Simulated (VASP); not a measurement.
# MoS2 (R3m) in VASP: a series of runs

MoS2 is run at these levels: PBE+D3(BJ); tasks: single point.

Program: VASP 6.6.1. These are calculated values, not measurements. Logs are shortened: lines on timing, memory, paths and dates and some standing lists are left out, and cuts for length are marked.

## 1. The cell of the first run

The structure is trigonal, space group R3m (No. 160). The conventional cell has a = 3.106 Å, b = 3.106 Å, c = 18.529 Å, α = 90.00°, β = 90.00°, γ = 120.00°. Within 3.2 Å of Mo (site symmetry 3m) lie 6 S at 2.41 Å and 6 Mo at 3.11 Å. Within 3.3 Å of S (site symmetry 3m) lie 3 Mo at 2.41 Å and 7 S at 3.11 to 3.22 Å. S (site symmetry 3m) has 3 Mo at 2.41 Å and 7 S at 3.11 to 3.22 Å within 3.3 Å.

## 2. Single point, PBE+D3(BJ) (strain -0.015 along x and y, +0.030 along z)

The input, INCAR:

```
SYSTEM = MoS2
  ALGO = Normal
  EDIFF = 1E-6
  ENCUT = 520
  GGA = PE
  ISIF = 2
  ISMEAR = 0
  IVDW = 12
  LASPH = .TRUE.
  LCHARG = .TRUE.
  LELF = .TRUE.
  LREAL = .FALSE.
  LVHAR = .TRUE.
  LWAVE = .FALSE.
  NBANDS = 20
  NELM = 60
  PREC = Accurate
  SIGMA = 0.05
```

The input, KPOINTS:

```
k-points
0
G
  12 12 12
  0 0 0
```

The input, POSCAR:

```
MoS2
1.0
    1.5528272632      0.8965252384      6.1764310353
   -1.5528272632      0.8965252384      6.1764310353
    0.0000000000     -1.7930504769      6.1764310353
Mo S
1 2
Direct
    0.0000172715      0.0000172715      0.0000172715
    0.7535591261      0.7535591261      0.7535591261
    0.5797236024      0.5797236024      0.5797236024
```

Potentials or basis: VASP PAW PBE potentials, release 64 (Mo_sv, S).

The run is started by

```sh
> cat potpaw_PBE.64/Mo_sv/POTCAR potpaw_PBE.64/S/POTCAR > POTCAR
> mpirun -np 1 vasp_std > vasp.out
```

OUTCAR:

```text
SYSTEM = MoS2
   EDIFF = 1E-6
   ENCUT = 520
   GGA = PE
   ISIF = 2
   ISMEAR = 0
   IVDW = 12
   LASPH = .TRUE.
   LREAL = .FALSE.
   NELM = 60
   PREC = Accurate
 IVDW          = 12

 ion  position               nearest neighbor table
   1  0.000  0.000  0.000-   2 2.41   2 2.41   2 2.41   3 2.41   3 2.41   3 2.41
   2  0.754  0.754  0.754-   1 2.41   1 2.41   1 2.41
   3  0.580  0.580  0.580-   1 2.41   1 2.41   1 2.41

  LATTYP: Found a trigonal (rhomboedric) cell.
 ALAT       =     6.4314329932
 COS(alpha) =     0.8834101370

  Lattice vectors:

 A1 = (   1.5528272632,   0.8965252384,   6.1764310353)
 A2 = (  -1.5528272632,   0.8965252384,   6.1764310353)
 A3 = (   0.0000000000,  -1.7930504769,   6.1764310353)

Analysis of symmetry for initial positions (statically):
=====================================================================
 Subroutine PRICEL returns:
 Original cell was already a primitive cell.

 Routine SETGRP: Setting up the symmetry group for a
 trigonal (rhombohedral) supercell.

 Subroutine GETGRP returns: Found  6 space group operations
 (whereof  6 operations were pure point group operations)
 out of a pool of 12 trial point group operations.

The static configuration has the point symmetry C_3v.

Analysis of symmetry for dynamics (positions and initial velocities):
=====================================================================
 Subroutine PRICEL returns:
 Original cell was already a primitive cell.

 Routine SETGRP: Setting up the symmetry group for a
 trigonal (rhombohedral) supercell.

 Subroutine GETGRP returns: Found  6 space group operations
 (whereof  6 operations were pure point group operations)
 out of a pool of 12 trial point group operations.

The dynamic configuration has the point symmetry C_3v.

 Subroutine INISYM returns: Found  6 space group operations
 (whereof  6 operations are pure point group operations),
 and found     1 'primitive' translations

----------------------------------------------------------------------------------------

                                     Primitive cell

  volume of cell :      51.5911

  direct lattice vectors                    reciprocal lattice vectors
     1.552827263  0.896525238  6.176431035     0.321993316  0.185902928  0.053968600
    -1.552827263  0.896525238  6.176431035    -0.321993316  0.185902928  0.053968600
     0.000000000 -1.793050477  6.176431035     0.000000000 -0.371805856  0.053968600

  length of vectors
     6.431432993  6.431432993  6.431432993     0.375702281  0.375702281  0.375702281

  position of ions in fractional coordinates (direct lattice)
     0.000017271  0.000017271  0.000017271
     0.753559126  0.753559126  0.753559126
     0.579723602  0.579723602  0.579723602

  ion indices of the primitive-cell ions
   primitive index   ion index
                 1           1
                 2           2
                 3           3

----------------------------------------------------------------------------------------

 KPOINTS: k-points

Automatic generation of k-mesh.
 Grid dimensions read from file:
 generate k-points for:   12   12   12

 Generating k-lattice:

  Cartesian coordinates                     Fractional coordinates (reciprocal lattice)
     0.026832776  0.015491911  0.004497383     0.083333333 -0.000000000 -0.000000000
    -0.026832776  0.015491911  0.004497383    -0.000000000  0.083333333 -0.000000000
     0.000000000 -0.030983821  0.004497383     0.000000000  0.000000000  0.083333333

  Length of vectors
     0.031308523  0.031308523  0.031308523

  Shift w.r.t. Gamma in fractional coordinates (k-lattice)
     0.000000000  0.000000000  0.000000000

 Subroutine IBZKPT returns following result:
 ===========================================

 Found    189 irreducible k-points:

 Following reciprocal coordinates:
            Coordinates               Weight
  0.000000  0.000000  0.000000      1.000000
  0.083333  0.000000  0.000000      6.000000
  0.166667  0.000000  0.000000      6.000000
  0.250000  0.000000  0.000000      6.000000
  0.333333  0.000000  0.000000      6.000000
  0.416667  0.000000  0.000000      6.000000
[... 16 lines left out ...]
  0.500000  0.166667 -0.000000     12.000000
 -0.416667  0.166667 -0.000000     12.000000
 [... further k-points ...]
   k-points           NKPTS =    189   k-points in BZ     NKDIM =    189   number of bands    NBANDS=     20
   number of dos      NEDOS =    301   number of ions     NIONS =      3
   total plane-waves  NPLWV = 110592
   dimension x,y,z NGX =    48 NGY =   48 NGZ =   48
   dimension x,y,z NGXF=    96 NGYF=   96 NGZF=   96
   ions per type =               1   2
   NGX,Y,Z   is equivalent  to a cutoff of  12.41, 12.41, 12.41 a.u.
   NGXF,Y,Z  is equivalent  to a cutoff of  24.82, 24.82, 24.82 a.u.
 SYSTEM =  MoS2
   PREC   = accura    normal or accurate (medium, high low for compatibility)
   ISTART =      0    job   : 0-new  1-cont  2-samecut
   ICHARG =      2    charge: 1-file 2-atom 10-const
   ISPIN  =      1    spin polarized calculation?
   LNONCOLLINEAR =      F non collinear calculations
   LSORBIT =      F    spin-orbit coupling
   LASPH  =      T    aspherical Exc in radial PAW
   ENCUT  =  520.0 eV  38.22 Ry    6.18 a.u.  11.96 11.96 11.96*2*pi/ulx,y,z
   NELM   =     60;   NELMIN=  2; NELMDL= -5     # of ELM steps
   EDIFF  = 0.1E-05   stopping-criterion for ELM
   LREAL  =      F    real-space projection
   EDIFFG = 0.1E-04   stopping-criterion for IOM
   NSW    =      0    number of steps for IOM
   IBRION =     -1    ionic relax: 0-MD 1-quasi-New 2-CG
   NFREE  =      0    steps in history (QN), initial steepest desc. (CG)
   ISIF   =      2    stress and relaxation
   ISYM   =      2    0-nonsym 1-usesym 2-fastsym
   POTIM  = 0.5000    time-step for ionic-motion
   TEBEG  =    0.0;   TEEND  =   0.0 temperature during run
   PSTRESS=    0.0 pullay stress
   NELECT =      26.0000    total number of electrons
   NUPDOWN=      -1.0000    fix difference up-down
   EMIN   =  10.00;   EMAX   =-10.00  energy-range for DOS
   EFERMI =   0.00;   METHOD = LEGACY
   ISMEAR =     0;   SIGMA  =   0.05  broadening in eV -4-tet -1-fermi 0-gaus
   EFERMI_NEDOS =   21; number of points for ismear=-14 and -15
   IALGO  =     38    algorithm
   IMIX   =      4    mixing-type and parameters
     AMIX     =   0.40;   BMIX     =  1.00
     AMIX_MAG =   1.60;   BMIX_MAG =  1.00
  volume/ion in A,a.u.               =      17.20       116.05
  Fermi-wavevector in a.u.,A,eV,Ry     =   1.302790  2.461916 23.092651  1.697262
  Thomas-Fermi vector in A             =   2.433835
   LORBIT       =      0    0 simple, 1 ext, 2 COOP (PROOUT), +10 PAW based schemes
   GGA     = PE    functional components
   LHFCALC =     F    Hartree Fock is set to
   AEXX    =    0.0000 exact exchange contribution
   IVDW    =    12    specifies the selected vdW correction
   LEPSILON=     F    determine dielectric tensor
   LRPA    =     F    only Hartree local field effects (RPA)
 non-spin polarized calculation
 Gauss-broadening in eV      SIGMA  =   0.05
  energy-cutoff  :      520.00
  volume of cell :       51.59
 maximum number of plane-waves:      1406
   NGX = 23   NGY = 23   NGZ = 23

 number of electron      25.9999998 magnetization

 Free energy of the ion-electron system (eV)
  ---------------------------------------------------
  ext. energy  EPLUGINS =         0.00000000
  ---------------------------------------------------
  free energy    TOTEN  =       -21.72496858 eV

  energy without entropy =      -21.72496858  energy(sigma->0) =      -21.72496858

 E-fermi :   8.1891     XC(G=0): -11.0546

 val. band max:        7.7681865714   @ k =   0.5000   0.5000   0.5000
 cond. band min:       8.7209043761   @ k =  -0.1667   0.1667   0.0000
 fundamental gap:      0.9527178046
 Fermi energy:         8.1891196115

 k-point     1 :       0.0000    0.0000    0.0000
  band No.  band energies     occupation
      1     -53.4866      2.00000
      2     -27.6721      2.00000
      3     -27.3648      2.00000
      4     -27.3648      2.00000
      5      -7.1153      2.00000
      6      -5.4982      2.00000
[... 12 lines left out ...]
     19      16.3247      0.00000
     20      16.7689      0.00000

 k-point     2 :       0.0833    0.0000    0.0000
  band No.  band energies     occupation
      1     -53.4832      2.00000
      2     -27.6658      2.00000
      3     -27.3968      2.00000
      4     -27.3720      2.00000
      5      -7.0005      2.00000
      6      -5.4556      2.00000
[... 12 lines left out ...]
     19      16.7136      0.00000
     20      16.8714      0.00000

 k-point     3 :       0.1667    0.0000    0.0000
  band No.  band energies     occupation
      1     -53.4739      2.00000
      2     -27.6487      2.00000
      3     -27.4836      2.00000
      4     -27.3918      2.00000
      5      -6.6715      2.00000
      6      -5.3334      2.00000
[... 12 lines left out ...]
     19      16.8276      0.00000
     20      17.3230      0.00000

 k-point     4 :       0.2500    0.0000    0.0000
  band No.  band energies     occupation
      1     -53.4612      2.00000
      2     -27.6252      2.00000
      3     -27.6004      2.00000
      4     -27.4187      2.00000
      5      -6.1756      2.00000
      6      -5.1506      2.00000
[... 12 lines left out ...]
     19      16.3198      0.00000
     20      17.2040      0.00000

 k-point     5 :       0.3333    0.0000    0.0000
  band No.  band energies     occupation
      1     -53.4485      2.00000
      2     -27.7152      2.00000
      3     -27.6016      2.00000
      4     -27.4455      2.00000
      5      -5.6019      2.00000
      6      -4.9459      2.00000
[... 12 lines left out ...]
     19      15.7046      0.00000
     20      15.7950      0.00000

 k-point     6 :       0.4167    0.0000    0.0000
  band No.  band energies     occupation
      1     -53.4391      2.00000
      2     -27.7980      2.00000
      3     -27.5843      2.00000
      4     -27.4650      2.00000
      5      -5.1008      2.00000
      6      -4.7823      2.00000
[... 12 lines left out ...]
     19      14.8849      0.00000
     20      15.4481      0.00000

 k-point     7 :       0.5000    0.0000    0.0000
  band No.  band energies     occupation
      1     -53.4357      2.00000
      2     -27.8281      2.00000
      3     -27.5780      2.00000
      4     -27.4721      2.00000
      5      -4.8846      2.00000
      6      -4.7262      2.00000
[... 12 lines left out ...]
     19      14.7120      0.00000
     20      15.3888      0.00000
[... 277 lines left out ...]
 k-point    20 :       0.2500    0.1667    0.0000
  band No.  band energies     occupation
      1     -53.4659      2.00000
      2     -27.6338      2.00000
      3     -27.5521      2.00000
      4     -27.4148      2.00000
      5      -6.3362      2.00000
      6      -5.2632      2.00000
[... 12 lines left out ...]
     19      16.7489      0.00000
     20      17.1487      0.00000

 k-point    21 :       0.3333    0.1667    0.0000
  band No.  band energies     occupation
      1     -53.4548      2.00000
      2     -27.6360      2.00000
      3     -27.6135      2.00000
      4     -27.4549      2.00000
      5      -5.8720      2.00000
      6      -5.0924      2.00000
[... 12 lines left out ...]
     19      16.6575      0.00000
     20      17.3453      0.00000

 k-point    22 :       0.4167    0.1667    0.0000
  band No.  band energies     occupation
      1     -53.4438      2.00000
      2     -27.7147      2.00000
      3     -27.5930      2.00000
      4     -27.4991      2.00000
      5      -5.3498      2.00000
      6      -4.8878      2.00000
[... 12 lines left out ...]
     19      16.3554      0.00000
     20      16.8742      0.00000

 k-point    23 :       0.5000    0.1667   -0.0000
  band No.  band energies     occupation
      1     -53.4357      2.00000
      2     -27.7702      2.00000
      3     -27.5780      2.00000
      4     -27.5329      2.00000
      5      -4.9155      2.00000
      6      -4.7097      2.00000
[... 12 lines left out ...]
     19      16.2788      0.00000
     20      16.6939      0.00000

 k-point    24 :      -0.4167    0.1667   -0.0000
  band No.  band energies     occupation
      1     -53.4327      2.00000
      2     -27.7901      2.00000
      3     -27.5725      2.00000
      4     -27.5455      2.00000
      5      -4.7331      2.00000
      6      -4.6463      2.00000
[... 12 lines left out ...]
     19      16.3983      0.00000
     20      16.6732      0.00000

 [... further k-points ...]

------------------------ aborting loop because EDIFF is reached ----------------------------------------

 Edisp (eV)   -1.32133

 E8    (eV) :    -0.5329

  FORCE on cell =-STRESS in cart. coord.  units (eV):
  Direction    XX          YY          ZZ          XY          YZ          ZX
  --------------------------------------------------------------------------------------
  -------------------------------------------------------------------------------------
  Total       0.74361     0.74361    -1.95843     0.00000     0.00000     0.00000
  in kB      23.09313    23.09313   -60.81978     0.00000     0.00000     0.00000
  external pressure =       -4.88 kB  Pullay stress =        0.00 kB

 VOLUME and BASIS-vectors are now :
 -----------------------------------------------------------------------------
  energy-cutoff  :      520.00
  volume of cell :       51.59
      direct lattice vectors                 reciprocal lattice vectors
     1.552827263  0.896525238  6.176431035     0.321993316  0.185902928  0.053968600
    -1.552827263  0.896525238  6.176431035    -0.321993316  0.185902928  0.053968600
     0.000000000 -1.793050477  6.176431035     0.000000000 -0.371805856  0.053968600

 POSITION                                       TOTAL-FORCE (eV/Angst)
 -----------------------------------------------------------------------------------
      0.00000     -0.00000      0.00032         0.000000      0.000000     -0.002140
      0.00000     -0.00000     13.96292         0.000000      0.000000     -0.540385
      0.00000     -0.00000     10.74187         0.000000     -0.000000      0.542526
 -----------------------------------------------------------------------------------
    total drift:                                0.000000     -0.000000     -0.000064

  FREE ENERGIE OF THE ION-ELECTRON SYSTEM (eV)
  ---------------------------------------------------
  free  energy   TOTEN  =       -23.0463035366 eV

  energy  without entropy=      -23.0463035366  energy(sigma->0) =      -23.04630354
```

Wall time 4.7 min (1 thread of Intel Xeon 6975P-C (Granite Rapids), shared host); peak memory 0.44 GiB.

What came out:

* Free energy: -23.0463 eV
* Pressure: -0.5 GPa
* Largest force: 0.543 eV/Å
* Band gap on the k mesh: 0.95 eV (least direct gap 2.00 eV)
* Dispersion energy per atom: -0.440 eV

Forces in eV/Å, atoms in the order of the input:
```
Mo   0.000  0.000 -0.002
S    0.000  0.000 -0.540
S    0.000  0.000  0.543
```

Caveat: the cell differs from its parent crystal (strain -0.015 along x and y, +0.030 along z). A k mesh can miss the band edges.

(Continued in part 2 of 2.)
